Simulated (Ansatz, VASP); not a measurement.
CaO in VASP and in Ansatz

The input POSCAR:

```
CaO
1.0
    2.3843286067      2.3843286067      0.0000000000
   -2.3843286067      2.3843286067      0.0000000000
    0.0000000000      2.3843286067      2.3843286067
Ca O
1 1
Direct
    0.0000000000      0.0000000000      0.0000000000
    0.5000000000      0.5000000000      0.0000000000
```

Contents of INCAR.step1:

```
  PREC = Accurate
  ENCUT = 910
  ISMEAR = 0
  SIGMA = 0.01
  LREAL = False
  LASPH = True
  NELM = 120
  NBANDS = 15
  GGA = PE
  ALGO = Normal
  EDIFF = 1E-5
  LWAVE = True
  LCHARG = False
  GGA_COMPAT = False
```

File INCAR.step2:

```
  PREC = Accurate
  ENCUT = 910
  EDIFF = 1E-6
  ISMEAR = 0
  SIGMA = 0.01
  LREAL = False
  LASPH = True
  NELM = 120
  ALGO = Normal
  ISIF = 2
  LWAVE = False
  LCHARG = False
  METAGGA = R2SCAN
  LMIXTAU = True
  NBANDS = 15
  ISTART = 1
  GGA_COMPAT = False
```

Contents of KPOINTS:

```
Automatic mesh
0
Gamma
  8 8 8
```

Input for Ansatz:

```yaml
crystal:
  lattice:
    - [2.38432860668, 2.38432860668, 0.0]
    - [-2.38432860668, 2.38432860668, 0.0]
    - [0.0, 2.38432860668, 2.38432860668]
  atoms:
    - { symbol: Ca, position: [0.0, 0.0, 0.0] }
    - { symbol: O, position: [0.5, 0.5, 0.0] }
kpoints:
  mp_grid: { grid: [8, 8, 8] }
scf:
  occupations: { method: fixed }
  convergence: { dr2_threshold: 1.0e-10 }
hamiltonian:
  xc: r2scan
  pseudopotentials: { kind: paw }
output:
  forces: true
  stress: true
  eigenstates:
    kpoints:
      - [0.0, 0.0, 0.0]
      - [-0.5, 0.5, 0.0]
      - [-0.5, -0.5, -0.5]
      - [0.0, 0.0, -0.5]
      - [0.0, -0.5, -0.5]
      - [0.0, 0.5, 0.0]
      - [-0.5, 0.0, 0.0]
      - [-0.5, 0.0, -0.5]
  eigenvalues: true
```

Alike in both runs: task single point; functional r2SCAN; k mesh 8 × 8 × 8; no spin polarisation.

|  | VASP | Ansatz |
| --- | --- | --- |
| version | VASP 6.6.1 | Ansatz 0.2.0 |
| potentials or method | VASP PAW PBE potentials, release 64 (Ca_sv, O_h) | PAW with Ansatz's default frozen-core files, scalar-relativistic |
| plane-wave cutoff (eV) | 910 | 500 |
| occupations | gaussian, width 0.01 eV | fixed |
| valence electrons in the cell | 16 | 16 |

|  | VASP | Ansatz | Ansatz less VASP |
| --- | --- | --- | --- |
| gap on the k mesh at the Fermi level (eV) | 4.19 | 4.19 | +0.009 |

VASP's potentials were made for PBE, not for r2SCAN.

Noted on VASP's run: the cutoff is short for stress, so the pressure is rough.
